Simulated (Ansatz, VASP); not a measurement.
**Two plane-wave programs on LiH**

```xyz
2
Lattice="0.0000 2.0325 2.0325 2.0325 0.0000 2.0325 2.0325 2.0325 0.0000" Properties=species:S:1:pos:R:3 pbc="T T T"
Li    0.0000    0.0000    0.0000
H     2.1191    2.1191    2.1191
```

Change from the starting cell: all H atoms moved +0.150 Å, as atom 2 along Cartesian [1 1 1].

Alike in both runs: task single point; functional PBE; k mesh 10 × 10 × 10; occupations gaussian, width 0.05 eV; no spin polarisation.

|  | VASP | Ansatz |
| --- | --- | --- |
| version | VASP 6.6.1 | Ansatz 0.2.0 |
| potentials or method | VASP PAW PBE potentials, release 64 (Li_sv, H), cutoff 750 eV | scalar-relativistic, plane waves, PAW |
| valence electrons in the cell | 4 | 4 |

VASP gave:

- gap on the k mesh at the Fermi level (eV): 3.14
- least direct gap on the mesh (eV): 3.14
- pressure (GPa): -1.3
- traceless stress, the component that is largest in VASP (GPa): -0.05
- rms of the force components (eV/Å): 0.081

Problem. Estimate Ansatz's values.

Solution. gap on the k mesh at the Fermi level (eV): 3.14; least direct gap on the mesh (eV): 3.14; pressure (GPa): -1.1; traceless stress, the component that is largest in VASP (GPa): -0.05; rms of the force components (eV/Å): 0.082.

Atom by atom the forces differ by 0.000 eV/Å (rms over components). With one functional, cell and mesh, what is left measures potentials, basis and numerics.
